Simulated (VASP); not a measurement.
Input of a VASP 6.6.1 run:

Contents of POSCAR:

```
GdRh
1.0
    3.1887715287      0.0000000000      0.0000000000
    0.0000000000      3.1887715287      0.0000000000
    0.0000000000      0.0000000000      3.1887715287
Gd Rh
1 1
Direct
    0.0000000000      0.0000000000      0.0000000000
    0.5000000000      0.5000000000      0.5000000000
```

The input INCAR.step1:

```
  PREC = Accurate
  ENCUT = 520
  ISMEAR = -1
  SIGMA = 0.03
  LREAL = False
  LASPH = True
  NELM = 150
  ISPIN = 2
  MAGMOM = 7 0
  LMAXMIX = 6
  NBANDS = 28
  GGA = PE
  ALGO = Normal
  EDIFF = 1E-4
  LWAVE = True
  LCHARG = False
```

Contents of INCAR.step2:

```
  PREC = Accurate
  ENCUT = 520
  EDIFF = 1E-6
  ISMEAR = -1
  SIGMA = 0.03
  LREAL = False
  LASPH = True
  NELM = 150
  ALGO = Normal
  ISIF = 2
  LWAVE = False
  LCHARG = False
  ISPIN = 2
  MAGMOM = 7 0
  LORBIT = 11
  LMAXMIX = 6
  METAGGA = R2SCAN
  LMIXTAU = True
  NBANDS = 28
  ISTART = 1
```

File KPOINTS:

```
regular mesh
0
Gamma
  8 8 8
```

Potentials or basis: VASP PAW PBE potentials, release 64 (Gd, Rh_pv).

The run is started by

```console
$ cat potpaw_PBE.64/Gd/POTCAR potpaw_PBE.64/Rh_pv/POTCAR > POTCAR
$ cp INCAR.step1 INCAR
$ mpirun -np 1 vasp_std > vasp.out
$ cp INCAR.step2 INCAR
$ mpirun -np 1 vasp_std > vasp.out
```

**Question.** Predict the net moment.

**Answer.** 7.05 μB per cell.

**Question.** Predict the site moments.

**Answer.** Gd +6.85; Rh -0.23 μB.

 The state reached can hang on the start; a lower one may exist.
